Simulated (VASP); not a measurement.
Wanted: the native input for a VASP 6.6.1 run.

- Task: relaxation of cell and atoms
- Functional: PBE
- Potentials or basis: VASP PAW PBE potentials, release 64 (Be, Zn, Te)
- Cutoff: 600 eV
- k mesh: 4 × 4 × 4
- Occupations: gaussian, width 0.1 eV
- Spin: no spin polarisation
- Dipole correction: no
- Further INCAR settings: ALGO = Normal; EDIFF = 1e-06; IBRION = 2; EDIFFG = -0.04; NSW = 90; ISIF = 3

The structure of BeZn2Te3 lies in POSCAR:

```
BeZn2Te3
1.0
    4.8068243000      0.0000000000      0.0000000000
    0.0000000000      4.8068243000      0.0000000000
    0.0000000000      0.0000000000      7.1566703200
Be Zn Te
1 2 3
Direct
    0.5000000000      0.5000000000      0.5000000000
    0.0000000000      0.5000000000      0.0000000000
    0.5000000000      0.0000000000      0.0000000000
    0.5000000000      0.5000000000      0.0000000000
    0.0000000000      0.0000000000      0.5000000000
    0.0000000000      0.0000000000      0.0000000000
```

The cell was generated, and may not be a known phase.

One way to write it, as run:

INCAR

```
PREC = Accurate
ENCUT = 600
EDIFF = 1E-6
ISMEAR = 0
SIGMA = 0.1
LREAL = F
LASPH = T
NELM = 60
ALGO = Normal
ISIF = 3
LWAVE = F
LCHARG = F
GGA = PE
IBRION = 2
NSW = 90
EDIFFG = -0.04
```

KPOINTS

```
Automatic mesh
0
Gamma
  4 4 4
```

Potentials or basis: VASP PAW PBE potentials, release 64 (Be, Zn, Te).

Run with:

```console
$ cat potpaw_PBE.64/Be/POTCAR potpaw_PBE.64/Zn/POTCAR potpaw_PBE.64/Te/POTCAR > POTCAR
$ mpirun -np 1 vasp_std > vasp.out
```

Results of the run:

```json
{"Relaxed volume": "29.76 Å³/atom", "Relaxed cell": "a = 5.502 Å, b = 5.502 Å, c = 5.898 Å, α = 90.00°, β = 90.00°, γ = 90.00°", "Space group after relaxing (to 0.1 Å)": "P4/mmm (No. 123)", "Energy gained by relaxing": "621.8 meV/atom", "Ionic steps": "11", "Pressure after relaxing": "0.1 GPa", "Band gap on the k mesh": "zero (bands 22 and 23 overlap by 1.22 eV)"}
```

Caveat: a cell axis changed by over 15 % at a fixed basis, so the end point is rough; spin-orbit coupling is left out, which moves the levels of the heavy elements.

Run time: 10 min on 1 thread of Intel(R) Xeon(R) Platinum 8488C (Sapphire Rapids), with other jobs on the host, peak memory 0.37 GiB.
